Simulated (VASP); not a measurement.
A run of VASP 6.6.1 is set up as follows.

Contents of INCAR:

```
PREC = Accurate
ENCUT = 500
EDIFF = 1E-6
ISMEAR = 0
SIGMA = 0.1
LREAL = F
LASPH = T
NELM = 120
ALGO = Normal
ISIF = 2
LWAVE = F
LCHARG = T
GGA = PE
LELF = T
LVHAR = T
NBANDS = 15
GGA_COMPAT = F
```

Contents of KPOINTS:

```
regular mesh
0
Gamma
  6 6 6
```

POSCAR

```
TaAs
1.0
    3.4184229829      0.0000000000      0.0000000000
   -1.7092114914      2.9604411440      0.0000000000
    0.0000000000      0.0000000000      3.4793120790
Ta As
1 1
Direct
    0.3333333333      0.6666666667      0.5000000000
    0.0000000000      0.0000000000      0.0000000000
```

Potentials or basis: VASP PAW PBE potentials, release 64 (Ta_pv, As).

Command:

```console
$ cat potpaw_PBE.64/Ta_pv/POTCAR potpaw_PBE.64/As/POTCAR > POTCAR
$ mpirun -np 1 vasp_std > vasp.out
```

(1) What does it give for the pressure?

(2) What does it give for the band gap on the k mesh?

## Answers

(1) 0.4 GPa.

(2) zero (band 8 reaches 6.67 eV, above the bottom of band 9 at 6.47 eV).

Caveat: spin-orbit coupling is left out, which moves the levels of the heavy elements.
